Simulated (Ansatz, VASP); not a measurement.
**One calculation of BeS, two programs**

The input INCAR:

```
SYSTEM = BeS
PREC = Accurate
ENCUT = 600
EDIFF = 1E-6
ISMEAR = 0
SIGMA = 0.1
LREAL = .FALSE.
LASPH = .TRUE.
NELM = 120
ALGO = Normal
ISIF = 2
LWAVE = .FALSE.
LCHARG = .FALSE.
GGA = PE
NBANDS = 16
GGA_COMPAT = .FALSE.
```

File KPOINTS:

```
Automatic mesh
0
G
  6 4 6
  0 0 0
```

The input POSCAR:

```
BeS
1.0
    3.4476910879      0.0000000000      0.0000000000
    0.0000000000      4.8757715036      0.0000000000
    0.0000000000      0.0000000000      3.4476910726
Be S
2 2
Direct
    0.0000000000      0.0000000000      0.0000000000
    0.5000000000      0.5000000000      0.5000005000
    0.5000000000      0.2500000000      0.0000000000
    1.0000000000      0.7500000000      0.5000005000
```

Input for Ansatz:

```yaml
crystal:
  lattice:
    - [3.4476910879, 0.0, 0.0]
    - [0.0, 4.8757715036, 0.0]
    - [0.0, 0.0, 3.4476910726]
  atoms:
    - { symbol: Be, position: [0.0, 0.0, 0.0] }
    - { symbol: S, position: [0.5, 0.25, 0.0] }
    - { symbol: Be, position: [0.5, 0.5, 0.5000005] }
    - { symbol: S, position: [1.0, 0.75, 0.5000005] }
basis:
  ecutwfc: 420
kpoints:
  mp_grid: { grid: [6, 4, 6] }
hamiltonian:
  xc: pbe
  pseudopotentials: { kind: paw, azcp: { folder: soft_1 } }
scf:
  occupations: { method: gaussian, width: 0.1 }
output:
  forces: true
  stress: true
  eigenvalues: true
```

Alike in both runs: task single point; functional PBE; k mesh 6 × 4 × 6; occupations gaussian, width 0.1 eV; no spin polarisation.

|  | VASP | Ansatz |
| --- | --- | --- |
| version | VASP 6.6.1 | Ansatz 0.2.0 |
| potentials or method | VASP PAW PBE potentials, release 64 (Be, S), cutoff 600 eV | scalar-relativistic, plane waves, PAW |
| valence electrons in the cell | 16 | 16 |

VASP gave:

- gap on the k mesh at the Fermi level (eV): 3.15
- least direct gap on the mesh (eV): 3.15
- pressure (GPa): 0.1

Task: What did Ansatz give for the same quantities?

Result: gap on the k mesh at the Fermi level (eV): 3.15; least direct gap on the mesh (eV): 3.15; pressure (GPa): 0.0.

The functional is the same, so the differences come from potentials, cutoffs and numerics. Ansatz's warnings: structure snapped to symmetry.
